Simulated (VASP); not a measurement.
## Sr: single point with PBE

Crystal: Sr.

```
CELL_PARAMETERS angstrom
-2.06882 2.06882 2.06882
2.06882 -2.06882 2.06882
2.06882 2.06882 -2.06882
ATOMIC_POSITIONS crystal
Sr 0.00000 0.00000 0.00000
```

This isn't the form of Sr at room conditions, which is fcc.

```
Program                : VASP 6.6.1
Task                   : single point
Functional             : PBE
Potentials or basis    : VASP PAW PBE potentials, release 64 (Sr_sv)
Cutoff                 : 520 eV
k mesh                 : 11 × 11 × 11
Occupations            : fermi-dirac, width 0.0312 eV
Spin                   : no spin polarisation
Dipole correction      : no
Further INCAR settings : ALGO = Normal; EDIFF = 1e-06; NBANDS = 11
```

```json
{"Pressure": "9.8 GPa", "Band gap on the k mesh": "zero (bands 5 and 6 overlap by 1.32 eV)"}
```

Levels at points of the mesh, in eV from the Fermi level:
```csv
k point,band 3,band 4,band 5,band 6,band 7,band 8
"(0.00, 0.00, 0.00)",-17.42,-17.42,-4.03,3.02,3.02,3.02
```

Run time: 28 s on 1 thread of Intel Xeon 8259CL, on a shared host, peak memory 0.17 GiB.

Caveat: the cell stands under pressure.
